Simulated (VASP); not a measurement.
**SiNi3: single point with PBE**

Crystal: SiNi3.

```
Si Ni
1.0
     3.55110    0.00000    0.00000
     0.00000    3.55110    0.00000
     0.00000    0.00000    3.55110
Si Ni
1 3
Cartesian
  0.0000 0.0000 0.0000
  0.0000 1.7755 1.7755
  1.7755 0.0000 1.7755
  1.7755 1.7755 0.0000
```

| Quantity | Value |
| --- | --- |
| Program | VASP 6.6.1 |
| Task | single point |
| Functional | PBE |
| Potentials or basis | VASP PAW PBE potentials, release 64 (Si, Ni) |
| Cutoff | 520 eV |
| k mesh | 13 × 13 × 13 |
| Occupations | fermi-dirac, width 0.05 eV |
| Spin | collinear spin, ferromagnetic start |
| Starting moments | [0.0, 1.5, 1.5, 1.5] μB |

| Property | Result |
| --- | --- |
| Pressure | -7.3 GPa |
| Band gap on the k mesh | zero (filled and empty bands overlap) |
| Net moment | 0.00 μB per cell |
| Valence electrons inside the program's atomic spheres | Si 1.53; Ni 9.39 |

Levels at points of the mesh, in eV from the Fermi level:
Spin up:
| k point | band 15 | band 16 | band 17 | band 18 | band 19 | band 20 |
| --- | --- | --- | --- | --- | --- | --- |
| (0.00, 0.00, 0.00) | -0.60 | -0.29 | 0.02 | 0.02 | 0.02 | 4.47 |
Spin down:
```
           k point  band 14  band 15  band 16  band 17  band 18  band 19  band 20  band 21
(0.00, 0.00, 0.00)    -0.60    -0.60    -0.29     0.02     0.02     0.02     4.47     6.14
```

Run time: 82 s on 1 thread of Intel(R) Xeon(R) 6975P-C (Granite Rapids) (shared host), peak memory 0.28 GiB.

Caveat: the starting moments collapsed, and a magnetic state may lie lower.
